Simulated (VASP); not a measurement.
# HgH5 (P6/mmm) in VASP: density of states with PBE

Aim: the density of states of HgH5 with PBE.

Everything below comes from runs of VASP 6.6.1. Logs are shortened: lines on timing, memory, paths and dates and some standing lists are left out, and cuts for length are marked.

### 1 The cell of the first run

The structure is hexagonal, space group P6/mmm (No. 191). The conventional cell has a = 4.136 Å, b = 4.136 Å, c = 2.769 Å, α = 90.00°, β = 90.00°, γ = 120.00°. Hg (site symmetry 6/mmm) has 18 H at 2.39 to 2.49 Å and 2 Hg at 2.77 Å within 3.2 Å. H (site symmetry mmm) has 8 H at 1.83 to 2.07 Å within 2.4 Å. H (site symmetry -6m2) has 9 H at 1.83 to 2.39 Å and 3 Hg at 2.39 Å within 2.4 Å.

### 2 Density of states, PBE

POSCAR reads:

```
HgH5
1.0
    4.1359246776      0.0000000000      0.0000000000
   -2.0679623388      3.5818158389      0.0000000000
    0.0000000000      0.0000000000      2.7687406357
Hg H
1 5
Direct
    0.0000000000      0.0000000000      0.0000000000
    0.0000000000      0.5000000000      0.5000000000
    0.3333333333      0.6666666667      0.0000000000
    0.6666666667      0.3333333333      0.0000000000
    0.5000000000      0.0000000000      0.5000000000
    0.5000000000      0.5000000000      0.5000000000
```

INCAR.step1 reads:

```
PREC = Accurate
ENCUT = 520
EDIFF = 1E-6
ISMEAR = 0
SIGMA = 0.1
LREAL = False
LASPH = True
NELM = 100
ALGO = Normal
ISIF = 2
LWAVE = False
LCHARG = True
GGA = PE
NBANDS = 18
```

KPOINTS.step1 reads:

```
Automatic mesh
0
Gamma
  12 12 14
```

INCAR.step2 reads:

```
PREC = Accurate
ENCUT = 520
EDIFF = 1E-6
ISMEAR = -5
SIGMA = 0.1
LREAL = False
LASPH = True
NELM = 100
ALGO = Normal
ISIF = 2
LWAVE = False
LCHARG = False
GGA = PE
LORBIT = 11
NBANDS = 18
NEDOS = 1001
ICHARG = 11
```

KPOINTS.step2 reads:

```
Automatic mesh
0
Gamma
  18 18 21
```

Potentials or basis: VASP PAW PBE potentials, release 64 (Hg, H).

On the command line:

```
cat potpaw_PBE.64/Hg/POTCAR potpaw_PBE.64/H/POTCAR > POTCAR
cp INCAR.step1 INCAR
cp KPOINTS.step1 KPOINTS
mpirun -np 1 vasp_std > vasp.out
cp INCAR.step2 INCAR
cp KPOINTS.step2 KPOINTS
mpirun -np 1 vasp_std > vasp.out
```

OUTCAR:

```text
PREC = Accurate
   ENCUT = 520
   EDIFF = 1E-6
   ISMEAR = -5
   LREAL = False
   LASPH = True
   NELM = 100
   ISIF = 2
   GGA = PE
   LORBIT = 11
   ICHARG = 11

 ion  position               nearest neighbor table
   1  0.000  0.000  0.000-
   2  0.000  0.500  0.500-
   3  0.333  0.667  0.000-
   4  0.667  0.333  0.000-
   5  0.500  0.000  0.500-
   6  0.500  0.500  0.500-

  LATTYP: Found a hexagonal cell.
 ALAT       =     4.1359246776
 C/A-ratio  =     0.6694369099

  Lattice vectors:

 A1 = (   4.1359246776,   0.0000000000,   0.0000000000)
 A2 = (  -2.0679623388,   3.5818158389,   0.0000000000)
 A3 = (   0.0000000000,   0.0000000000,   2.7687406357)

Analysis of symmetry for initial positions (statically):
=====================================================================
 Subroutine PRICEL returns:
 Original cell was already a primitive cell.

 Routine SETGRP: Setting up the symmetry group for a
 hexagonal supercell.

 Subroutine GETGRP returns: Found 24 space group operations
 (whereof 24 operations were pure point group operations)
 out of a pool of 24 trial point group operations.

The static configuration has the point symmetry D_6h.

Analysis of symmetry for dynamics (positions and initial velocities):
=====================================================================
 Subroutine PRICEL returns:
 Original cell was already a primitive cell.

 Routine SETGRP: Setting up the symmetry group for a
 hexagonal supercell.

 Subroutine GETGRP returns: Found 24 space group operations
 (whereof 24 operations were pure point group operations)
 out of a pool of 24 trial point group operations.

The dynamic configuration has the point symmetry D_6h.

 Subroutine INISYM returns: Found 24 space group operations
 (whereof 24 operations are pure point group operations),
 and found     1 'primitive' translations

----------------------------------------------------------------------------------------

                                     Primitive cell

  volume of cell :      41.0165

  direct lattice vectors                    reciprocal lattice vectors
     4.135924678  0.000000000  0.000000000     0.241783900  0.139594000  0.000000000
    -2.067962339  3.581815839  0.000000000     0.000000000  0.279188000  0.000000000
     0.000000000  0.000000000  2.768740636     0.000000000  0.000000000  0.361175036

  length of vectors
     4.135924678  4.135924678  2.768740636     0.279188000  0.279188000  0.361175036

  position of ions in fractional coordinates (direct lattice)
     0.000000000  0.000000000  0.000000000
     0.000000000  0.500000000  0.500000000
     0.333333333  0.666666667  0.000000000
     0.666666667  0.333333333  0.000000000
     0.500000000  0.000000000  0.500000000
     0.500000000  0.500000000  0.500000000

  ion indices of the primitive-cell ions
   primitive index   ion index
                 1           1
                 2           2
                 3           3
                 4           4
                 5           5
                 6           6

----------------------------------------------------------------------------------------

 KPOINTS: Automatic mesh

Automatic generation of k-mesh.
 Grid dimensions read from file:
 generate k-points for:   18   18   21

 Generating k-lattice:

  Cartesian coordinates                     Fractional coordinates (reciprocal lattice)
     0.013432439  0.007755222  0.000000000     0.055555556  0.000000000  0.000000000
     0.000000000  0.015510444  0.000000000     0.000000000  0.055555556  0.000000000
     0.000000000  0.000000000  0.017198811     0.000000000  0.000000000  0.047619048

  Length of vectors
     0.015510444  0.015510444  0.017198811

  Shift w.r.t. Gamma in fractional coordinates (k-lattice)
     0.000000000  0.000000000  0.000000000

 TETIRR: Found   6759 inequivalent tetrahedra from    40824

 Subroutine IBZKPT returns following result:
 ===========================================

 Found    407 irreducible k-points:

 Following reciprocal coordinates:
            Coordinates               Weight
  0.000000  0.000000  0.000000      1.000000
  0.055556 -0.000000  0.000000      6.000000
  0.111111 -0.000000  0.000000      6.000000
  0.166667 -0.000000  0.000000      6.000000
  0.222222  0.000000  0.000000      6.000000
  0.277778 -0.000000  0.000000      6.000000
[... 16 lines left out ...]
  0.333333  0.111111  0.000000     12.000000
  0.388889  0.111111  0.000000     12.000000
 [... further k-points ...]
   k-points           NKPTS =    407   k-points in BZ     NKDIM =    407   number of bands    NBANDS=     18
   number of dos      NEDOS =   1001   number of ions     NIONS =      6
   total plane-waves  NPLWV =  24576
   dimension x,y,z NGX =    32 NGY =   32 NGZ =   24
   dimension x,y,z NGXF=    64 NGYF=   64 NGZF=   48
   ions per type =               1   5
   NGX,Y,Z   is equivalent  to a cutoff of  12.86, 12.86, 14.41 a.u.
   NGXF,Y,Z  is equivalent  to a cutoff of  25.73, 25.73, 28.82 a.u.
 SYSTEM =  unknown system
   PREC   = accura    normal or accurate (medium, high low for compatibility)
   ISTART =      0    job   : 0-new  1-cont  2-samecut
   ICHARG =     11    charge: 1-file 2-atom 10-const
   ISPIN  =      1    spin polarized calculation?
   LNONCOLLINEAR =      F non collinear calculations
   LSORBIT =      F    spin-orbit coupling
   LASPH  =      T    aspherical Exc in radial PAW
   ENCUT  =  520.0 eV  38.22 Ry    6.18 a.u.   7.69  7.69  5.15*2*pi/ulx,y,z
   NELM   =    100;   NELMIN=  2; NELMDL=  0     # of ELM steps
   EDIFF  = 0.1E-05   stopping-criterion for ELM
   LREAL  =      F    real-space projection
   EDIFFG = 0.1E-04   stopping-criterion for IOM
   NSW    =      0    number of steps for IOM
   IBRION =     -1    ionic relax: 0-MD 1-quasi-New 2-CG
   NFREE  =      0    steps in history (QN), initial steepest desc. (CG)
   ISIF   =      2    stress and relaxation
   ISYM   =      2    0-nonsym 1-usesym 2-fastsym
   POTIM  = 0.5000    time-step for ionic-motion
   TEBEG  =    0.0;   TEEND  =   0.0 temperature during run
   PSTRESS=    0.0 pullay stress
   NELECT =      17.0000    total number of electrons
   NUPDOWN=      -1.0000    fix difference up-down
   EMIN   =  10.00;   EMAX   =-10.00  energy-range for DOS
   EFERMI =   0.00;   METHOD = LEGACY
   ISMEAR =    -5;   SIGMA  =   0.10  broadening in eV -4-tet -1-fermi 0-gaus
   EFERMI_NEDOS =   21; number of points for ismear=-14 and -15
   IALGO  =     38    algorithm
   IMIX   =      4    mixing-type and parameters
     AMIX     =   0.40;   BMIX     =  1.00
     AMIX_MAG =   1.60;   BMIX_MAG =  1.00
  volume/ion in A,a.u.               =       6.84        46.13
  Fermi-wavevector in a.u.,A,eV,Ry     =   1.220595  2.306591 20.270685  1.489853
  Thomas-Fermi vector in A             =   2.355807
   LORBIT       =     11    0 simple, 1 ext, 2 COOP (PROOUT), +10 PAW based schemes
   GGA     = PE    functional components
   LHFCALC =     F    Hartree Fock is set to
   AEXX    =    0.0000 exact exchange contribution
   IVDW    =     0    specifies the selected vdW correction
   LEPSILON=     F    determine dielectric tensor
   LRPA    =     F    only Hartree local field effects (RPA)
 non-spin polarized calculation
 Fermi weights with tetrahedron method with Bloechl corrections
  energy-cutoff  :      520.00
  volume of cell :       41.02
 maximum number of plane-waves:      1132
 NGX is ok and might be reduce to    32

 number of electron      17.0000000 magnetization

 Free energy of the ion-electron system (eV)
  ---------------------------------------------------
  ext. energy  EPLUGINS =         0.00000000
  ---------------------------------------------------
  free energy    TOTEN  =        -9.30980004 eV

  energy without entropy =       -9.30980004  energy(sigma->0) =       -9.30980004

 E-fermi :   2.2446     XC(G=0): -10.8193

 val. band max:        2.2667610552   @ k =   0.1667   0.1667   0.4286
 cond. band min:       2.0902210188   @ k =   0.4444   0.0556   0.3810
 fundamental gap:     -0.1765400364
 Fermi energy:         2.2446127097

 k-point     1 :       0.0000    0.0000    0.0000
  band No.  band energies     occupation
      1      -9.4844      2.00000
      2      -6.5703      2.00000
      3      -5.2868      2.00000
      4      -5.2868      2.00000
      5      -3.9827      2.00000
      6      -3.9827      2.00000
[... 10 lines left out ...]
     17      20.8265      0.00000
     18      23.4408      0.00000

 k-point     2 :       0.0556   -0.0000    0.0000
  band No.  band energies     occupation
      1      -9.4466      2.00000
      2      -6.5688      2.00000
      3      -5.3143      2.00000
      4      -5.2712      2.00000
      5      -3.9846      2.00000
      6      -3.9832      2.00000
[... 10 lines left out ...]
     17      21.0269      0.00000
     18      23.3402      0.00000

 k-point     3 :       0.1111   -0.0000    0.0000
  band No.  band energies     occupation
      1      -9.3337      2.00000
      2      -6.5644      2.00000
      3      -5.3925      2.00000
      4      -5.2252      2.00000
      5      -3.9902      2.00000
      6      -3.9845      2.00000
[... 412 lines left out ...]
 k-point    23 :       0.3333    0.1111    0.0000
  band No.  band energies     occupation
      1      -7.7037      2.00000
      2      -6.5468      2.00000
      3      -6.1885      2.00000
      4      -4.6709      2.00000
      5      -4.0371      2.00000
      6      -4.0002      2.00000
[... 10 lines left out ...]
     17      18.5693      0.00000
     18      19.5531      0.00000

 k-point    24 :       0.3889    0.1111    0.0000
  band No.  band energies     occupation
      1      -7.3214      2.00000
      2      -6.5843      2.00000
      3      -6.3534      2.00000
      4      -4.5842      2.00000
      5      -4.0417      2.00000
      6      -4.0018      2.00000
[... 10 lines left out ...]
     17      18.2539      0.00000
     18      18.8176      0.00000

 [... further k-points ...]

------------------------ aborting loop because EDIFF is reached ----------------------------------------

  FORCE on cell =-STRESS in cart. coord.  units (eV):
  Direction    XX          YY          ZZ          XY          YZ          ZX
  --------------------------------------------------------------------------------------
  -------------------------------------------------------------------------------------
  Total        0.0474026      0.0474026      0.1821166     -0.0000000      0.0000000      0.0000000
  in kB        1.8516299      1.8516299      7.1138049     -0.0000000      0.0000000      0.0000000
  external PRESSURE =       3.6056883 kB  Pullay stress =       0.0000000 kB

 VOLUME and BASIS-vectors are now :
 -----------------------------------------------------------------------------
  energy-cutoff  :      520.00
  volume of cell :       41.02
      direct lattice vectors                 reciprocal lattice vectors
     4.135924678  0.000000000  0.000000000     0.241783900  0.139594000  0.000000000
    -2.067962339  3.581815839  0.000000000     0.000000000  0.279188000  0.000000000
     0.000000000  0.000000000  2.768740636     0.000000000  0.000000000  0.361175036

 POSITION                                       TOTAL-FORCE (eV/Angst)
 -----------------------------------------------------------------------------------
      0.00000      0.00000      0.00000        -0.000000      0.000000     -0.000000
     -1.03398      1.79091      1.38437        -0.000000      0.000000     -0.000000
     -0.00000      2.38788      0.00000         0.000000      0.000000     -0.000000
      2.06796      1.19394      0.00000        -0.000000     -0.000000      0.000000
      2.06796      0.00000      1.38437        -0.000000      0.000000     -0.000000
      1.03398      1.79091      1.38437        -0.000000      0.000000     -0.000000
 -----------------------------------------------------------------------------------
    total drift:                                0.000000      0.000000     -0.000000

  FREE ENERGIE OF THE ION-ELECTRON SYSTEM (eV)
  ---------------------------------------------------
  free  energy   TOTEN  =        -9.3098000374 eV

  energy  without entropy=       -9.3098000374  energy(sigma->0) =       -9.30980004

 total charge

# of ion       s       p       d       tot
------------------------------------------
    1        0.740   0.369   9.376  10.484
    2        0.377   0.012   0.000   0.389
    3        0.386   0.013   0.000   0.399
    4        0.386   0.013   0.000   0.399
    5        0.377   0.012   0.000   0.389
    6        0.377   0.012   0.000   0.389
--------------------------------------------------
tot          2.643   0.430   9.376  12.448
```

It took 86 s on 1 thread of Intel Xeon 6975P-C (Granite Rapids), shared host; peak memory 0.37 GiB.

Results:

* Valence electrons inside the program's atomic spheres: Hg 10.48; H 0.39, 0.40

Caveat: spin-orbit coupling is left out, which moves the levels of the heavy elements; tetrahedron occupations give inexact forces and stress in metals.
